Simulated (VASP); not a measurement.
Mg2Ga2O3:

```
Mg Ga O
1.0
     3.26323   -4.61490    0.00000
     3.26323    4.61490    0.00000
     0.00000    0.00000    3.26323
Mg Ga O
2 2 3
Direct
  0.75000 0.25000 0.50000
  0.25000 0.75000 0.50000
  0.75000 0.75000 0.00000
  0.25000 0.25000 0.00000
  0.00000 0.50000 0.00000
  0.50000 0.00000 0.00000
  0.50000 0.50000 0.50000
```

This cell differs from its parent crystal: atoms taken out.

```yaml
Program: VASP 6.6.1
Task: relaxation of cell and atoms
Functional: PBE
Potentials_or_basis: VASP PAW PBE potentials, release 64 (Mg, Ga_d, O)
Cutoff: 600 eV
k_mesh: 2 × 2 × 4
Occupations: gaussian, width 0.15 eV
Spin: no spin polarisation
```

At the start: pressure -11.7 GPa; volume 14.04 Å³/atom.

Where does the relaxation end?

Over 13 steps the energy falls by 169.9 meV/atom and the volume is 12.07 Å³/atom (-14.0 %); space group Cmmm (No. 65, to 0.1 Å) before and after.

The path:
| step | energy change (eV) | largest force (eV/Å) | pressure (GPa) | volume (Å³) |
| --- | --- | --- | --- | --- |
| 1 | 0.0000 | 0.7411 | -11.72 | 98.28 |
| 2 | -0.7592 | 1.4477 | 0.62 | 84.35 |
| 3 | -0.7676 | 1.5298 | 2.45 | 83.02 |
| 4 | -0.9912 | 0.4634 | 2.22 | 81.95 |
| 5 | -1.0127 | 0.6509 | 2.33 | 81.48 |
| 6 | -1.0730 | 0.5865 | -0.39 | 83.58 |
| 7 | -1.0913 | 0.5284 | -2.52 | 85.44 |
| 8 | -1.1339 | 0.3610 | -1.55 | 85.10 |
| 9 | -1.1605 | 0.4024 | -0.01 | 84.59 |
| 10 | -1.1607 | 0.4335 | 0.20 | 84.54 |
| 11 | -1.1775 | 0.2242 | 0.07 | 84.54 |
| 12 | -1.1840 | 0.0245 | -0.03 | 84.53 |
| 13 | -1.1891 | 0.0026 | -0.20 | 84.50 |

Final structure:
```
Mg Ga O
1.0
     3.02391   -4.75741    0.00000
     3.02391    4.75741    0.00000
     0.00000    0.00000    2.93684
Mg Ga O
2 2 3
Direct
  0.72445 0.27555 0.50000
  0.27555 0.72445 0.50000
  0.78582 0.78582 0.00000
  0.21418 0.21418 0.00000
  0.00000 0.50000 0.00000
  0.50000 0.00000 0.00000
  0.50000 0.50000 0.50000
```

Caveat: the k points lie up to 0.62 Å⁻¹ apart in the final cell, too coarse for converged energies and pressures of a metal; the cell differs from its parent crystal (atoms taken out).
